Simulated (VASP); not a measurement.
Write the native input for VASP 6.6.1 that does the following.

* Task: single point
* Functional: PBE
* Potentials or basis: VASP PAW PBE potentials, release 64 (Ga_d)
* Cutoff: 520 eV
* k mesh: 12 × 12 × 10
* Occupations: gaussian, width 0.05 eV
* Spin: no spin polarisation
* Dipole correction: no
* Further INCAR settings: ALGO = Normal; EDIFF = 1e-06; NBANDS = 34

The structure of Ga lies in POSCAR:

```
Ga
1.0
    2.2847862940     -3.8719105913      0.0000000000
    2.2847862940      3.8719105913      0.0000000000
    0.0000000000      0.0000000000      4.5870855732
Ga
4
Direct
    0.3438548422      0.6561451578      0.5822701789
    0.6561451578      0.3438548422      0.4177298211
    0.8438548422      0.1561451578      0.9177298211
    0.1561451578      0.8438548422      0.0822701789
```

These files were run (other wordings do the same):

INCAR

```
SYSTEM = Ga
PREC = Accurate ; ENCUT = 520
EDIFF = 1E-6 ; ISMEAR = 0
SIGMA = 0.05 ; LREAL = .False.
LASPH = .True. ; NELM = 100
ALGO = Normal ; ISIF = 2
LWAVE = .False. ; LCHARG = .False.
GGA = PE ; NBANDS = 34
```

KPOINTS

```
regular mesh
0
Gamma
  12 12 10
  0 0 0
```

Potentials or basis: VASP PAW PBE potentials, release 64 (Ga_d).

Launch:

```console
$ cat potpaw_PBE.64/Ga_d/POTCAR > POTCAR
$ mpirun -np 1 vasp_std > vasp.out
```

Results of the run:

```yaml
Pressure: 0.2 GPa
Largest_force: 0.007 eV/Å
Band_gap_on_the_k_mesh: zero (band 26 reaches 5.15 eV, above the bottom of band 27 at 3.81 eV)
```

Run time: 3.9 min on 1 thread of Intel(R) Xeon(R) 6975P-C (Granite Rapids), on a shared host, peak memory 0.57 GiB.
